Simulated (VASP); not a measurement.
# Mg9O8 (a cell with a defect) in VASP: further runs

The runs below take Mg9O8 (a cell with a defect) through single point, with LDA.

All numbers are computed with VASP 6.6.1; they aren't measurements. Logs are shortened: lines on timing, memory, paths and dates and some standing lists are left out, and cuts for length are marked.

## Step 1: The cell of the first run

The cell holds a defect, 17 atoms: a = 6.155 Å, b = 6.155 Å, c = 6.155 Å, α = 60.00°, β = 60.00°, γ = 60.00°.

## Step 2: Single point, LDA

INCAR reads:

```
ALGO     = Normal         # electronic algorithm
EDIFF    = 1E-6           # SCF threshold, eV
ENCUT    = 520            # plane-wave cutoff, eV
GGA      = CA             # functional
ISIF     = 2              # what is computed and relaxed
ISMEAR   = -1             # smearing method
LASPH    = T              # aspherical terms in the spheres
LCHARG   = F              # write CHGCAR
LREAL    = Auto         
LWAVE    = F              # write WAVECAR
NBANDS   = 47             # bands
NELM     = 80             # most SCF steps
PREC     = Accurate       # precision mode
SIGMA    = 0.02           # smearing width, eV
```

KPOINTS reads:

```
k-points
0
Gamma
  1 1 1
```

POSCAR reads:

```
Mg9O8
1.0
    0.0000000000      4.3520000000      4.3520000000
    4.3520000000      0.0000000000      4.3520000000
    4.3520000000      4.3520000000      0.0000000000
Mg O
9 8
Direct
   -0.0475111443     -0.0099242877     -0.0174449678
    0.1121349954      0.1728555836      0.2196572840
   -0.2550842142      0.5891336167      0.1510024127
   -0.0216810662      0.5280213695      0.5027964154
    0.4360140165     -0.0793540901     -0.0649574908
    0.5010857077     -0.0246493566      0.4522159926
    0.4678158318      0.4563647748     -0.0171667050
    0.6614993107      0.2409331342      0.5970602022
    0.1756707261      0.6951096048      0.6746714154
    0.0742095588      0.5392557445      0.1402518382
    0.3074371553      0.2856646369      0.8295596278
    0.2117485064      0.8002170267      0.3003716682
    0.3139828814      0.8262593061      0.8086055836
    0.7211418888      0.2229594439      0.2388218061
    1.0094817325      0.1435782399      0.5871372932
    0.6086156939      0.6038560432      0.4960336627
    0.7932326517      0.7022372472      0.7861963465
```

Potentials or basis: VASP PAW LDA potentials, release 64 (Mg, O).

Started as:

```console
> cat potpaw_LDA.64/Mg/POTCAR potpaw_LDA.64/O/POTCAR > POTCAR
> mpirun -np 1 vasp_gam > vasp.out
```

OUTCAR:

```text
EDIFF = 1E-6
   ENCUT = 520
   GGA = CA
   ISIF = 2
   ISMEAR = -1
   LASPH = T
   LREAL = Auto
   NELM = 80
   PREC = Accurate

 ion  position               nearest neighbor table
   1  0.952  0.990  0.983-  13 1.89  15 2.03  14 2.13  10 2.27  12 2.59   5 2.67   9 2.67   6 2.84
                             3 2.84   2 2.92   7 2.93   8 3.01   4 3.05   4 3.16   7 3.23   6 3.32
   2  0.112  0.173  0.220-  12 1.91  15 1.96  10 1.97  11 1.99  14 2.22   5 2.36   3 2.44   8 2.58
                             6 2.83   7 2.84   9 2.89   1 2.92   4 3.01   9 3.30   8 3.63
   3  0.745  0.589  0.151-  10 1.86  16 1.89  17 1.89  14 2.10   5 2.34   2 2.44   8 2.49  12 2.69
                             1 2.84   9 2.84   4 2.94   7 2.94   6 3.07   9 3.41   4 3.65
   4  0.978  0.528  0.503-  10 1.98  17 2.04  15 2.08  16 2.10  12 2.23   9 2.70   6 2.88   8 2.92
                             3 2.94   2 3.01   1 3.05   7 3.10   7 3.15   1 3.16   6 3.34   3 3.65
   5  0.436  0.921  0.935-  13 1.73  11 1.84  17 1.93  12 1.94   3 2.34   2 2.36   8 2.43   7 2.64
                             6 2.65   1 2.67   7 3.56   1 3.58   6 3.59
   6  0.501  0.975  0.452-  13 1.87  16 1.95  14 2.04  15 2.48   5 2.65   9 2.69  17 2.74   2 2.83
                             1 2.84   4 2.88   8 2.90   7 2.93   3 3.07   7 3.23   1 3.32   4 3.34
   7  0.468  0.456  0.983-  13 1.91  10 1.99  14 2.22  11 2.43  16 2.45  17 2.56   5 2.64   9 2.64
                             8 2.75   2 2.84   1 2.93   6 2.93   3 2.94   4 3.10   4 3.15   1 3.23
   8  0.661  0.241  0.597-  11 1.88  16 1.89  15 1.89  14 2.10   5 2.43   3 2.49   2 2.58  17 2.72
                             7 2.75   6 2.90   9 2.92   4 2.92   1 3.01   9 3.29   2 3.63
   9  0.176  0.695  0.675-  12 1.98  13 2.03  11 2.06  17 2.08  16 2.19  15 2.28  10 2.36   7 2.64
                             1 2.67   6 2.69   4 2.70   3 2.84   2 2.89   8 2.92   8 3.29   2 3.30
  10  0.074  0.539  0.140-   3 1.86   2 1.97   4 1.98   7 1.99   1 2.27   9 2.36
  11  0.307  0.286  0.830-   5 1.84   8 1.88   2 1.99   9 2.06   7 2.43
  12  0.212  0.800  0.300-   2 1.91   5 1.94   9 1.98   4 2.23   1 2.59   3 2.69
  13  0.314  0.826  0.809-   5 1.73   6 1.87   1 1.89   7 1.91   9 2.03
  14  0.721  0.223  0.239-   6 2.04   8 2.10   3 2.10   1 2.13   2 2.22   7 2.22
  15  0.009  0.144  0.587-   8 1.89   2 1.96   1 2.03   4 2.08   9 2.28   6 2.48
  16  0.609  0.604  0.496-   3 1.89   8 1.89   6 1.95   4 2.10   9 2.19   7 2.45
  17  0.793  0.702  0.786-   3 1.89   5 1.93   4 2.04   9 2.08   7 2.56   8 2.72   6 2.74

  LATTYP: Found a face centered cubic cell.
 ALAT       =     8.7040000000

  Lattice vectors:

 A1 = (   0.0000000000,   4.3520000000,   4.3520000000)
 A2 = (   4.3520000000,   0.0000000000,   4.3520000000)
 A3 = (   4.3520000000,   4.3520000000,   0.0000000000)

Analysis of symmetry for initial positions (statically):
=====================================================================
 Subroutine PRICEL returns:
 Original cell was already a primitive cell.

 Routine SETGRP: Setting up the symmetry group for a
 face centered cubic supercell.

 Subroutine GETGRP returns: Found  1 space group operations
 (whereof  1 operations were pure point group operations)
 out of a pool of 48 trial point group operations.

The static configuration has the point symmetry C_1 .

Analysis of symmetry for dynamics (positions and initial velocities):
=====================================================================
 Subroutine PRICEL returns:
 Original cell was already a primitive cell.

 Routine SETGRP: Setting up the symmetry group for a
 face centered cubic supercell.

 Subroutine GETGRP returns: Found  1 space group operations
 (whereof  1 operations were pure point group operations)
 out of a pool of 48 trial point group operations.

The dynamic configuration has the point symmetry C_1 .

 Subroutine INISYM returns: Found  1 space group operations
 (whereof  1 operations are pure point group operations),
 and found     1 'primitive' translations

----------------------------------------------------------------------------------------

                                     Primitive cell

  volume of cell :     164.8529

  direct lattice vectors                    reciprocal lattice vectors
     0.000000000  4.352000000  4.352000000    -0.114889706  0.114889706  0.114889706
     4.352000000  0.000000000  4.352000000     0.114889706 -0.114889706  0.114889706
     4.352000000  4.352000000  0.000000000     0.114889706  0.114889706 -0.114889706

  length of vectors
     6.154657423  6.154657423  6.154657423     0.198994808  0.198994808  0.198994808

  position of ions in fractional coordinates (direct lattice)
     0.952488856  0.990075712  0.982555032
     0.112134995  0.172855584  0.219657284
     0.744915786  0.589133617  0.151002413
     0.978318934  0.528021370  0.502796415
     0.436014017  0.920645910  0.935042509
     0.501085708  0.975350643  0.452215993
[... 9 lines left out ...]
     0.608615694  0.603856043  0.496033663
     0.793232652  0.702237247  0.786196346

  ion indices of the primitive-cell ions
   primitive index   ion index
                 1           1
                 2           2
                 3           3
                 4           4
                 5           5
                 6           6
[... 9 lines left out ...]
                16          16
                17          17

----------------------------------------------------------------------------------------

 KPOINTS: k-points

Automatic generation of k-mesh.
 Grid dimensions read from file:
 generate k-points for:    1    1    1

 Generating k-lattice:

  Cartesian coordinates                     Fractional coordinates (reciprocal lattice)
    -0.114889706  0.114889706  0.114889706     1.000000000  0.000000000  0.000000000
     0.114889706 -0.114889706  0.114889706     0.000000000  1.000000000  0.000000000
     0.114889706  0.114889706 -0.114889706     0.000000000  0.000000000  1.000000000

  Length of vectors
     0.198994808  0.198994808  0.198994808

  Shift w.r.t. Gamma in fractional coordinates (k-lattice)
     0.000000000  0.000000000  0.000000000

 Subroutine IBZKPT returns following result:
 ===========================================

 Found      1 irreducible k-points:

 Following reciprocal coordinates:
            Coordinates               Weight
  0.000000  0.000000  0.000000      1.000000
   k-points           NKPTS =      1   k-points in BZ     NKDIM =      1   number of bands    NBANDS=     47
   number of dos      NEDOS =    301   number of ions     NIONS =     17
   total plane-waves  NPLWV = 110592
   dimension x,y,z NGX =    48 NGY =   48 NGZ =   48
   dimension x,y,z NGXF=    96 NGYF=   96 NGZF=   96
   ions per type =               9   8
   NGX,Y,Z   is equivalent  to a cutoff of  12.97, 12.97, 12.97 a.u.
   NGXF,Y,Z  is equivalent  to a cutoff of  25.93, 25.93, 25.93 a.u.
 SYSTEM =  unknown system
   PREC   = accura    normal or accurate (medium, high low for compatibility)
   ISTART =      0    job   : 0-new  1-cont  2-samecut
   ICHARG =      2    charge: 1-file 2-atom 10-const
   ISPIN  =      1    spin polarized calculation?
   LNONCOLLINEAR =      F non collinear calculations
   LSORBIT =      F    spin-orbit coupling
   LASPH  =      T    aspherical Exc in radial PAW
   ENCUT  =  520.0 eV  38.22 Ry    6.18 a.u.  11.44 11.44 11.44*2*pi/ulx,y,z
   NELM   =     80;   NELMIN=  2; NELMDL= -5     # of ELM steps
   EDIFF  = 0.1E-05   stopping-criterion for ELM
   LREAL  =      T    real-space projection
   EDIFFG = 0.1E-04   stopping-criterion for IOM
   NSW    =      0    number of steps for IOM
   IBRION =     -1    ionic relax: 0-MD 1-quasi-New 2-CG
   NFREE  =      0    steps in history (QN), initial steepest desc. (CG)
   ISIF   =      2    stress and relaxation
   ISYM   =      2    0-nonsym 1-usesym 2-fastsym
   POTIM  = 0.5000    time-step for ionic-motion
   TEBEG  =    0.0;   TEEND  =   0.0 temperature during run
   PSTRESS=    0.0 pullay stress
   NELECT =      66.0000    total number of electrons
   NUPDOWN=      -1.0000    fix difference up-down
   EMIN   =  10.00;   EMAX   =-10.00  energy-range for DOS
   EFERMI =   0.00;   METHOD = LEGACY
   ISMEAR =    -1;   SIGMA  =   0.02  broadening in eV -4-tet -1-fermi 0-gaus
   EFERMI_NEDOS =   21; number of points for ismear=-14 and -15
   IALGO  =     38    algorithm
   IMIX   =      4    mixing-type and parameters
     AMIX     =   0.40;   BMIX     =  1.00
     AMIX_MAG =   1.60;   BMIX_MAG =  1.00
  volume/ion in A,a.u.               =       9.70        65.44
  Fermi-wavevector in a.u.,A,eV,Ry     =   1.206583  2.280112 19.807945  1.455843
  Thomas-Fermi vector in A             =   2.342246
   LORBIT       =      0    0 simple, 1 ext, 2 COOP (PROOUT), +10 PAW based schemes
   GGA     = CA    functional components
   LHFCALC =     F    Hartree Fock is set to
   AEXX    =    0.0000 exact exchange contribution
   IVDW    =     0    specifies the selected vdW correction
   LEPSILON=     F    determine dielectric tensor
   LRPA    =     F    only Hartree local field effects (RPA)
 non-spin polarized calculation
  energy-cutoff  :      520.00
  volume of cell :      164.85
 maximum number of plane-waves:      2239
 NGX is ok and might be reduce to    48
   NGX = 23   NGY = 23   NGZ = 23

 number of electron      66.0000002 magnetization

 Free energy of the ion-electron system (eV)
  ---------------------------------------------------
  ext. energy  EPLUGINS =         0.00000000
  ---------------------------------------------------
  free energy    TOTEN  =       -97.49491179 eV

  energy without entropy =      -97.49491179  energy(sigma->0) =      -97.49491179

 E-fermi :   4.6900     XC(G=0): -11.3436

 val. band max:        4.1590860015   @ k =   0.0000   0.0000   0.0000
 cond. band min:       8.1602323905   @ k =   0.0000   0.0000   0.0000
 fundamental gap:      4.0011463890
 Fermi energy:         4.6899914535

 k-point     1 :       0.0000    0.0000    0.0000
  band No.  band energies     occupation
      1     -14.2675      2.00000
      2     -13.3688      2.00000
      3     -12.9969      2.00000
      4     -12.7897      2.00000
      5     -12.6235      2.00000
      6     -12.5267      2.00000
[... 37 lines left out ...]
     44      12.9513      0.00000
     45      13.2060      0.00000
 [bands above 45 left out]

------------------------ aborting loop because EDIFF is reached ----------------------------------------

  FORCE on cell =-STRESS in cart. coord.  units (eV):
  Direction    XX          YY          ZZ          XY          YZ          ZX
  --------------------------------------------------------------------------------------
  -------------------------------------------------------------------------------------
  Total       22.9210000     25.8927727     19.0881774     -2.2008289     -1.1705810     -2.1897022
  in kB      222.7652721    251.6474215    185.5147260    -21.3894786    -11.3766765    -21.2813402
  external PRESSURE =     219.9758065 kB  Pullay stress =       0.0000000 kB

 VOLUME and BASIS-vectors are now :
 -----------------------------------------------------------------------------
  energy-cutoff  :      520.00
  volume of cell :      164.85
      direct lattice vectors                 reciprocal lattice vectors
     0.000000000  4.352000000  4.352000000    -0.114889706  0.114889706  0.114889706
     4.352000000  0.000000000  4.352000000     0.114889706 -0.114889706  0.114889706
     4.352000000  4.352000000  0.000000000     0.114889706  0.114889706 -0.114889706

 POSITION                                       TOTAL-FORCE (eV/Angst)
 -----------------------------------------------------------------------------------
      8.58489      8.42131      8.45404         0.200913      0.338628      0.143864
      1.70822      1.44396      1.24028         0.324887      0.188260      0.099370
      3.22107      3.89904      5.80578         0.209785     -0.273699     -0.360042
      4.48612      6.44581      6.55559        -0.313596     -0.155267     -0.065517
      8.07596      5.96684      5.90418         0.641994      1.208976      0.096328
      6.21277      4.14877      6.42545        -0.178737     -0.404142      0.102040
[... 9 lines left out ...]
      4.78672      4.80743      5.27668         0.216838      0.447571     -0.227206
      6.47766      6.87368      6.50829        -0.029222     -0.022134      0.353685
 -----------------------------------------------------------------------------------
    total drift:                               -0.003346      0.001877      0.001316

  FREE ENERGIE OF THE ION-ELECTRON SYSTEM (eV)
  ---------------------------------------------------
  free  energy   TOTEN  =       -97.4949117881 eV

  energy  without entropy=      -97.4949117881  energy(sigma->0) =      -97.49491179
```

Wall time 16 s (1 thread of Intel Xeon 6975P-C (Granite Rapids), shared host); peak memory 0.24 GiB.

What came out:

- Free energy: -97.4949 eV
- Pressure: 22.0 GPa
- Largest force: 1.372 eV/Å
- Band gap on the k mesh: 4.00 eV

Forces on the atoms (eV/Å):
```
Mg   0.201  0.339  0.144
Mg   0.325  0.188  0.099
Mg   0.210 -0.274 -0.360
Mg  -0.314 -0.155 -0.066
Mg   0.642  1.209  0.096
Mg  -0.179 -0.404  0.102
Mg   0.030  0.074 -0.054
Mg  -0.216  0.030 -0.065
Mg  -0.097  0.044  0.087
O    0.144 -0.154  0.254
O   -0.088 -0.372  0.239
O   -0.551 -0.013 -0.022
O   -0.503 -0.812 -0.481
O    0.234 -0.337 -0.061
O   -0.026  0.212 -0.039
O    0.217  0.448 -0.227
O   -0.029 -0.022  0.354
```

Stress tensor (GPa, compression positive):
```
22.28 -2.14 -2.13
-2.14 25.16 -1.14
-2.13 -1.14 18.55
```

Caveat: the k points lie up to 1.25 Å⁻¹ apart.

## Step 3: Single point, LDA

INCAR reads:

```
SYSTEM = Mg9O8
PREC = Accurate ; ENCUT = 520
EDIFF = 1E-6 ; ISMEAR = -1
SIGMA = 0.02 ; LREAL = Auto
LASPH = .True. ; NELM = 80
ALGO = Normal ; ISIF = 2
LWAVE = .False. ; LCHARG = .False.
GGA = CA ; NBANDS = 47
```

KPOINTS reads:

```
regular mesh
0
Gamma
  1 1 1
  0 0 0
```

POSCAR reads:

```
Mg9O8
1.0
    0.0000000000      4.3520000000      4.3520000000
    4.3520000000      0.0000000000      4.3520000000
    4.3520000000      4.3520000000      0.0000000000
Mg O
9 8
Direct
   -0.0071753217     -0.1231047794      0.1482718290
    0.0512757353      0.1581502757      0.3089179688
   -0.1580528493      0.5030710018      0.0019639246
    0.0692490809      0.3682630974      0.5880181526
    0.5085674403      0.0388808594     -0.0506237362
    0.5441637178     -0.0467292050      0.4969509421
    0.4495599724      0.4904379596     -0.0353198529
    0.5171753217      0.4897017463      0.4721420037
    0.0487333410      0.8202976792      0.7174718520
    0.3141999081      0.2349246324      0.2908596048
    0.2235973116      0.3859656480      0.8399114200
    0.1814831112      0.7701915211      0.3800805377
    0.2443920037      0.8918945312      0.8144418658
    0.7561957721      0.2036371783      0.2371394761
    0.7936928998      0.1898668428      0.6512537914
    0.7277388557      0.7501361443      0.1641800322
    0.7390993796      0.6305343520      0.7171292509
```

Potentials or basis: VASP PAW LDA potentials, release 64 (Mg, O).

Started as:

```console
> cat potpaw_LDA.64/Mg/POTCAR potpaw_LDA.64/O/POTCAR > POTCAR
> mpirun -np 1 vasp_gam > vasp.out
```

Wall time 15 s (1 thread of Intel Xeon 6975P-C (Granite Rapids), shared host); peak memory 0.24 GiB.

The run converged. Its results:

- Free energy: -97.0775 eV
- Pressure: 24.5 GPa
- Largest force: 0.706 eV/Å
- Band gap on the k mesh: 3.53 eV

Forces in eV/Å, atoms in the order of the input:
```
Mg   0.140  0.043 -0.404
Mg  -0.161  0.015 -0.276
Mg  -0.029 -0.686 -0.164
Mg  -0.078 -0.045 -0.397
Mg  -0.081 -0.072 -0.196
Mg   0.021 -0.204 -0.089
Mg   0.170 -0.170 -0.090
Mg  -0.071 -0.052 -0.103
Mg  -0.055  0.074 -0.146
O   -0.213  0.036  0.348
O    0.490  0.245  0.306
O   -0.158  0.128  0.200
O    0.289  0.235  0.393
O   -0.056  0.097 -0.075
O    0.130  0.117  0.093
O   -0.012  0.392  0.503
O   -0.327 -0.153  0.096
```

Stress tensor (GPa, compression positive):
```
24.06  3.76 -2.20
 3.76 25.87 -0.44
-2.20 -0.44 23.47
```

Levels at points of the mesh, in eV from the valence-band top:
```tsv
k point	band 29	band 30	band 31	band 32	band 33	band 34	band 35	band 36	band 37	band 38
(0.00, 0.00, 0.00)	-3.06	-2.82	-2.78	-2.45	0.00	3.53	3.72	4.11	4.17	4.43
```

Caveat: the k points lie up to 1.25 Å⁻¹ apart.
